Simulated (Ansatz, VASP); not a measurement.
AlN: VASP beside Ansatz

```
Al N
1.0
     0.00000    2.42992    2.42992
     2.42992    0.00000    2.42992
     2.42992    2.42992    0.00000
Al N
1 1
Direct
  0.00000 0.00000 0.00000
  0.75000 0.75000 0.75000
```

Change from the starting cell: species swapped into the CdSe type (F-43m, No. 216).

Alike in both runs: task relaxation of cell and atoms; functional PBE; k mesh 5 × 5 × 5; occupations gaussian, width 0.15 eV; no spin polarisation.

```csv
,VASP,Ansatz
version,VASP 6.6.1,Ansatz 0.2.0
potentials or method,"VASP PAW PBE potentials, release 64 (Al, N), cutoff 600 eV","scalar-relativistic, plane waves, PAW"
valence electrons in the cell,8,8
```

|  | VASP | Ansatz | Ansatz less VASP |
| --- | --- | --- | --- |
| gap on the k mesh at the Fermi level, each at its own relaxed structure (eV) | 3.86 | 3.87 | +0.003 |
| relaxed volume (Å³/atom) | 10.68 | 10.71 | +0.027 |
| relaxed cell length with the largest relative difference (Å) | 3.114 | 3.117 | +0.0027 |

The k mesh is coarse, so the values compare programs but aren't converged. Noted on VASP's run: the volume moved by over 15 % at a fixed basis, so the end points are rough.
